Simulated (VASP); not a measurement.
Input of a VASP 6.6.1 run:

The input INCAR:

```
PREC = Accurate
ENCUT = 520
EDIFF = 1E-6
ISMEAR = 0
SIGMA = 0.15
LREAL = False
LASPH = True
NELM = 80
ALGO = Fast
ISIF = 2
LWAVE = False
LCHARG = False
GGA = PE
NBANDS = 12
```

Contents of KPOINTS:

```
Automatic mesh
0
Gamma
  28 28 28
```

The input POSCAR:

```
Cu
1.0
    0.0000000000      1.8148741282      1.9056178346
    1.8148741282      0.0000000000      1.9056178346
    1.8148741282      1.8148741282      0.0000000000
Cu
1
Direct
    0.0000000000      0.0000000000      0.0000000000
```

Potentials or basis: VASP PAW PBE potentials, release 64 (Cu).

Command:

```sh
$ cat potpaw_PBE.64/Cu/POTCAR > POTCAR
$ mpirun -np 1 vasp_std > vasp.out
```

Estimate the pressure.

-5.3 GPa.

Stress tensor (GPa, compression positive):
```
-4.40  0.00  0.00
 0.00 -4.40  0.00
 0.00  0.00 -7.26
```

Caveat: the cell differs from its parent crystal (strain +0.000 along x and y, +0.050 along z).
